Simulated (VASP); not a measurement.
Set up this calculation in VASP 6.6.1, as the native input.

```
Task                   : single point
Functional             : PBEsol
Dispersion             : D3(BJ)
Potentials or basis    : VASP PAW PBE potentials, release 64 (W_sv, Se)
Cutoff                 : 520 eV
k mesh                 : 12 × 12 × 4
Occupations            : gaussian, width 0.05 eV
Spin                   : no spin polarisation
Dipole correction      : no
Further INCAR settings : ALGO = Normal; EDIFF = 1e-06; NBANDS = 35
```

The structure of WSe2 lies in POSCAR:

```
WSe2
1.0
    3.3435217342      0.0000000000      0.0000000000
   -1.6717608671      2.8955747600      0.0000000000
    0.0000000000      0.0000000000     12.4145017028
W Se
2 4
Direct
    0.3333333333      0.6666666667      0.2500000000
    0.6666666667      0.3333333333      0.7500000000
    0.3333333333      0.6666666667      0.6145805872
    0.6666666667      0.3333333333      0.1145805872
    0.3333333333      0.6666666667      0.8854194128
    0.6666666667      0.3333333333      0.3854194128
```

This cell differs from its parent crystal: strain +0.0350 x Voigt [1, 1, 0, 0, 0, 0].

The input as run:

INCAR

```
SYSTEM = WSe2
ALGO = Normal ; EDIFF = 1E-6
ENCUT = 520 ; GGA = PS
ISIF = 2 ; ISMEAR = 0
IVDW = 12 ; LASPH = .TRUE.
LCHARG = .TRUE. ; LELF = .TRUE.
LREAL = .FALSE. ; LVHAR = .TRUE.
LWAVE = .FALSE. ; NBANDS = 35
NELM = 80 ; PREC = Accurate
SIGMA = 0.05
```

KPOINTS

```
k-points
0
G
  12 12 4
  0 0 0
```

Potentials or basis: VASP PAW PBE potentials, release 64 (W_sv, Se).

Launch:

```console
$ cat potpaw_PBE.64/W_sv/POTCAR potpaw_PBE.64/Se/POTCAR > POTCAR
$ mpirun -np 1 vasp_std > vasp.out
```

It gave:

```yaml
Pressure: -8.5 GPa
Largest_force: 0.646 eV/Å
Band_gap_on_the_k_mesh: 0.72 eV (least direct gap 1.33 eV)
Dispersion_energy_per_atom: -0.444 eV
```

Caveat: the cell differs from its parent crystal (strain +0.0350 x Voigt [1, 1, 0, 0, 0, 0]); the cell stands under tension; the PAW data sets were made with another functional, which shifts forces and pressure a little; spin-orbit coupling is left out, which moves the levels of the heavy elements.

Run time: 6.3 min on 1 thread of Intel Xeon 8259CL, on a shared host, peak memory 0.38 GiB.
